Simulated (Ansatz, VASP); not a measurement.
**CuAuS3 in VASP and in Ansatz**

The input INCAR:

```
SYSTEM = CuAuS3
ALGO = Normal
EDIFF = 1E-7
EDIFFG = -0.04
ENCUT = 600
GGA = PE
IBRION = 2
ISIF = 3
ISMEAR = 0
LASPH = .True.
LCHARG = .False.
LREAL = .False.
LWAVE = .False.
NELM = 80
NSW = 90
PREC = Accurate
SIGMA = 0.1
```

File KPOINTS:

```
k-points
0
Gamma
  4 4 4
  0 0 0
```

Contents of POSCAR:

```
CuAuS3
1.0
    4.4716665835      0.0000000000      0.0000000000
    0.0000000000      4.4716665835      0.0000000000
    0.0000000000      0.0000000000      4.4716665835
Cu S Au
1 3 1
Direct
    0.5000000000      0.5000000000      0.5000000000
    0.0000000000      0.5000000000      0.5000000000
    0.5000000000      0.0000000000      0.5000000000
    0.5000000000      0.5000000000      0.0000000000
    0.0000000000      0.0000000000      0.0000000000
```

Input for Ansatz:

```yaml
crystal:
  lattice:
    - [4.4716665835, 0.0, 0.0]
    - [0.0, 4.4716665835, 0.0]
    - [0.0, 0.0, 4.4716665835]
  atoms:
    - { symbol: Cu, position: [0.5, 0.5, 0.5] }
    - { symbol: S, position: [0.0, 0.5, 0.5] }
    - { symbol: S, position: [0.5, 0.0, 0.5] }
    - { symbol: S, position: [0.5, 0.5, 0.0] }
    - { symbol: Au, position: [0.0, 0.0, 0.0] }
basis:
  ecutwfc: 420
kpoints:
  mp_grid: { grid: [4, 4, 4] }
hamiltonian:
  xc: pbe
scf:
  occupations: { method: gaussian, width: 0.1 }
  lower_state_search: "off"
output:
  forces: true
  stress: true
  eigenvalues: true
relax:
  adjacent_minimum: "off"
  f_tol: 0.04
  max_steps: 70
  cell: { stress_tol: 0.4 }
```

Alike in both runs: task relaxation of cell and atoms; functional PBE; k mesh 4 × 4 × 4; occupations gaussian, width 0.1 eV; no spin polarisation.

|  | VASP | Ansatz |
| --- | --- | --- |
| version | VASP 6.6.1 | Ansatz 0.2.0 |
| potentials or method | VASP PAW PBE potentials, release 64 (Cu, S, Au), cutoff 600 eV | scalar-relativistic, plane waves, PAW |
| valence electrons in the cell | 40 | 56 |

|  | VASP | Ansatz | Ansatz less VASP |
| --- | --- | --- | --- |
| gap on the k mesh at the Fermi level, each at its own relaxed structure (eV) | none | none | - |
| relaxed volume (Å³/atom) | 18.95 | 18.92 | -0.038 |
| relaxed length of the cell vector where the two differ most in proportion (Å) | 4.559 | 4.556 | -0.0030 |

A gap of «none» marks a metal or a gap that the smearing closes. VASP's potentials hold 40 valence electrons a cell and Ansatz's 56, so a difference there can come from the potentials and not from the codes.

Neither program's run includes spin-orbit coupling.
